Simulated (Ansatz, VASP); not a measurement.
Cl: VASP beside Ansatz

```xyz
4
Lattice="3.1450 -2.2500 0.0000 3.1450 2.2500 0.0000 0.0000 0.0000 8.2100" Properties=species:S:1:pos:R:3 pbc="T T T"
Cl    3.1450    0.5850    3.2840
Cl    3.1450    1.6650    7.3890
Cl    3.1450   -0.5850    4.9260
Cl    3.1450   -1.6650    0.8210
```

Alike in both runs: task relaxation of cell and atoms; functional LDA; k mesh 7 × 7 × 4; occupations fermi-dirac, width 0.05 eV; no spin polarisation.

```csv
,VASP,Ansatz
version,VASP 6.6.1,Ansatz 0.2.0
potentials or method,"VASP PAW LDA potentials, release 64 (Cl)",Ansatz PAW
plane-wave cutoff (eV),600,420
valence electrons in the cell,28,28
```

|  | VASP | Ansatz | Ansatz less VASP |
| --- | --- | --- | --- |
| relaxed volume (Å³/atom) | 22.48 | 22.38 | -0.104 |
| relaxed length of the cell vector where the two differ most in proportion (Å) | 3.610 | 3.608 | -0.0021 |

LDA's correlation is that of Perdew and Zunger in VASP and of Perdew and Wang (1992) in Ansatz.

Noted on VASP's run: the volume moved by over 15 % at a fixed basis, so the end points are rough. Noted on Ansatz's run: the volume moved by over 15 % at a fixed basis, so the end points are rough; odd divisions of the mesh miss points on the zone boundary, where band edges often lie, so the gap on the mesh can be too wide; the plane-wave basis is chosen anew once the cell has moved, so the energies of steps on either side of that aren't comparable.
